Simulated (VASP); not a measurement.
**Mn: single point with PBE**

Mn:

```
Mn
1.0
     2.08056    0.00000    0.00000
    -1.04028    1.80182    0.00000
     0.00000    0.00000    1.82262
Mn
1
Direct
  0.00000 0.00000 0.00000
```

This cell differs from its parent crystal: volume scaled by 0.6.

| Property | Result |
| --- | --- |
| Program | VASP 6.6.1 |
| Task | single point |
| Functional | PBE |
| Potentials or basis | VASP PAW PBE potentials, release 64 (Mn_pv) |
| Cutoff | 520 eV |
| k mesh | 18 × 18 × 17 |
| Occupations | fermi-dirac, width 0.08 eV |
| Spin | collinear spin, ferromagnetic start |
| Starting moments | [3.0] μB |
| Dipole correction | no |
| Further INCAR settings | ALGO = Normal; EDIFF = 1e-06; NBANDS = 16 |

```yaml
Pressure: 380.3 GPa
Net_moment: 0.00 μB per cell
```

Stress tensor (GPa, compression positive):
```
363.46   0.00   0.00
  0.00 363.46   0.00
  0.00   0.00 413.97
```

Levels at points of the mesh, in eV from the Fermi level:
Spin up:
| k point | band 4 | band 5 | band 6 | band 7 | band 8 | band 9 |
| --- | --- | --- | --- | --- | --- | --- |
| (0.00, 0.00, 0.00) | -10.37 | -7.37 | -2.81 | -2.81 | 3.66 | 3.66 |
| (0.50, 0.00, 0.00) | -8.48 | -5.46 | 0.58 | 0.78 | 3.07 | 3.28 |
Spin down:
```csv
k point,band 4,band 5,band 6,band 7,band 8,band 9
"(0.00, 0.00, 0.00)",-10.37,-7.37,-2.81,-2.81,3.66,3.66
"(0.50, 0.00, 0.00)",-8.48,-5.46,0.58,0.78,3.07,3.28
```

Wall time 24 s on 1 thread of Intel(R) Xeon(R) 6975P-C (Granite Rapids), on a shared host, peak memory 0.16 GiB.

Caveat: the starting moments collapsed, and a magnetic state may lie lower.
